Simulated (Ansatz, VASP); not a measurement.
## One calculation of HfN, two programs

```xyz
2
Lattice="2.8622 0.0000 0.0000 0.0000 2.8622 0.0000 0.0000 0.0000 2.8622" Properties=species:S:1:pos:R:3 pbc="T T T"
Hf    1.4311    1.4311    1.4311
N     0.0000    0.0000    0.0000
```

Alike in both runs: task single point; functional LDA; k mesh 9 × 9 × 9; occupations fermi-dirac, width 0.05 eV; no spin polarisation.

|  | VASP | Ansatz |
| --- | --- | --- |
| version | VASP 6.6.1 | Ansatz 0.2.0 |
| potentials or method | VASP PAW LDA potentials, release 64 (Hf_pv, N) | Ansatz PAW |
| plane-wave cutoff (eV) | 520 | 420 |
| valence electrons in the cell | 15 | 31 |

Ansatz gave:

```
gap on the k mesh at the Fermi level (eV) : none
pressure (GPa)                            : -22.4
```

Estimate VASP's values.

gap on the k mesh at the Fermi level (eV): none; pressure (GPa): -24.0.

LDA's correlation is that of Perdew and Zunger in VASP and of Perdew and Wang (1992) in Ansatz. A gap of «none» marks a metal or a gap that the smearing closes. VASP's potentials hold 15 valence electrons a cell and Ansatz's 31, so a difference there can come from the potentials and not from the codes.

Spin-orbit coupling is off throughout.
